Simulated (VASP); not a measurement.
A run of VASP 6.6.1:

INCAR

```
PREC = Accurate
ENCUT = 520
EDIFF = 1E-6
ISMEAR = 0
SIGMA = 0.1
LREAL = F
LASPH = T
NELM = 80
ALGO = Normal
ISIF = 2
LWAVE = F
LCHARG = F
LDIPOL = T
IDIPOL = 3
DIPOL = 0.5 0.5 0.374
GGA = CA
NBANDS = 26
```

KPOINTS

```
regular mesh
0
Gamma
  12 12 1
```

Contents of POSCAR:

```
Os4C
1.0
    2.7145740629      0.0000000000      0.0000000000
   -1.3572870314      2.3508900989      0.0000000000
    0.0000000000      0.0000000000     21.8661488866
Os C
4 1
Direct
    0.6666666667      0.3333333333      0.1829311609
    0.3333333333      0.6666666667      0.2811020214
    0.6666666667      0.3333333333      0.3787246389
    0.3333333333      0.6666666667      0.4740729124
    0.3333333333      0.8333333333      0.5535924919
```

Potentials or basis: VASP PAW LDA potentials, release 64 (Os, C).

Launch:

```bash
$ cat potpaw_LDA.64/Os/POTCAR potpaw_LDA.64/C/POTCAR > POTCAR
$ mpirun -np 1 vasp_std > vasp.out
```

Hardware: 1 thread of Intel(R) Xeon(R) 6975P-C (Granite Rapids), with other jobs on the host.

How long does it take, and how much memory?

It took 4.1 min on 1 thread of Intel(R) Xeon(R) 6975P-C (Granite Rapids), with other jobs on the host, peak memory 0.36 GiB. Counts: scf iterations 32, k points 74.
